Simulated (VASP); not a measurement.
Here is a VASP 6.6.1 calculation.

Contents of INCAR:

```
PREC     = Accurate       # precision mode
ENCUT    = 600            # plane-wave cutoff, eV
EDIFF    = 1E-6           # SCF threshold, eV
ISMEAR   = -1             # smearing method
SIGMA    = 0.02           # smearing width, eV
LREAL    = F              # projectors in reciprocal space
LASPH    = T              # aspherical terms in the spheres
NELM     = 80             # most SCF steps
ALGO     = Normal         # electronic algorithm
ISIF     = 3              # what is computed and relaxed
LWAVE    = F              # write WAVECAR
LCHARG   = F              # write CHGCAR
GGA      = PE             # functional
IBRION   = 2              # ionic algorithm
NSW      = 80             # ionic steps
EDIFFG   = -0.01          # ionic threshold
```

File KPOINTS:

```
Automatic mesh
0
Gamma
  6 6 4
```

File POSCAR:

```
CdS
1.0
    4.1500000000      0.0000000000      0.0000000000
   -2.0750000000      3.5940054300      0.0000000000
    0.0000000000      0.0000000000      6.7370000000
Cd S
2 2
Direct
    0.3333333300      0.6666666700      0.0000000000
    0.6666666700      0.3333333300      0.5000000000
    0.3333333300      0.6666666700      0.3750000000
    0.6666666700      0.3333333300      0.8750000000
```

Potentials or basis: VASP PAW PBE potentials, release 64 (Cd, S).

Launch:

```console
$ cat potpaw_PBE.64/Cd/POTCAR potpaw_PBE.64/S/POTCAR > POTCAR
$ mpirun -np 1 vasp_std > vasp.out
```

Question: What does it give for the relaxed cell?

Answer: a = 4.200 Å, b = 4.200 Å, c = 6.845 Å, α = 90.00°, β = 90.00°, γ = 120.00°.

Question: Predict the relaxed volume.

Answer: 26.14 Å³/atom.

Question: Predict the space group after relaxing (to 0.05 Å).

Answer: P6_3mc (No. 186).

Question: Predict the band gap on the k mesh.

Answer: 1.10 eV, direct.

Forces on the atoms (eV/Å):
```
Cd   0.000  0.000 -0.008
Cd   0.000  0.000 -0.008
S    0.000  0.000  0.008
S    0.000  0.000  0.008
```

Expect the measured gap to be larger: semilocal functionals such as PBE lack the derivative discontinuity. Zero-point motion and thermal expansion aren't in these numbers.
